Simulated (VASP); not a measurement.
SnO2, 6 atoms in the cell. Symmetry: F-43m, No. 216, cubic system. The conventional cell has a = 7.149 Å, b = 7.149 Å, c = 7.149 Å, α = 90.00°, β = 90.00°, γ = 90.00°. Within 3.8 Å of Sn (site symmetry -43m) lie 12 O at 2.92 Å and 6 Sn at 3.57 Å. Within 2.5 Å of Sn (site symmetry -43m) lie 4 O at 1.92 Å. O (site symmetry 3m) has 1 Sn at 1.92 Å and 3 O at 1.92 Å within 2.5 Å. 

* Program: VASP 6.6.1
* Task: single point
* Functional: PBE
* Potentials or basis: VASP PAW PBE potentials, release 64 (Sn_d, O)
* Cutoff: 520 eV
* k mesh: 4 × 4 × 4
* Occupations: gaussian, width 0.1 eV
* Spin: no spin polarisation
* Dipole correction: no
* Further INCAR settings: ALGO = Normal; EDIFF = 1e-07; NBANDS = 35

Potentials or basis: VASP PAW PBE potentials, release 64 (Sn_d, O).

Launch:

```console
$ cat potpaw_PBE.64/Sn_d/POTCAR potpaw_PBE.64/O/POTCAR > POTCAR
$ mpirun -np 1 vasp_std > vasp.out
```

Hardware: 1 thread of Intel Xeon 6975P-C (shared host).

**Question.** How long does it take, and how much memory?

**Answer.** Run time: 47 s on 1 thread of Intel Xeon 6975P-C, on a shared host, peak memory 0.24 GiB. Counts: scf iterations 17, k points 8.
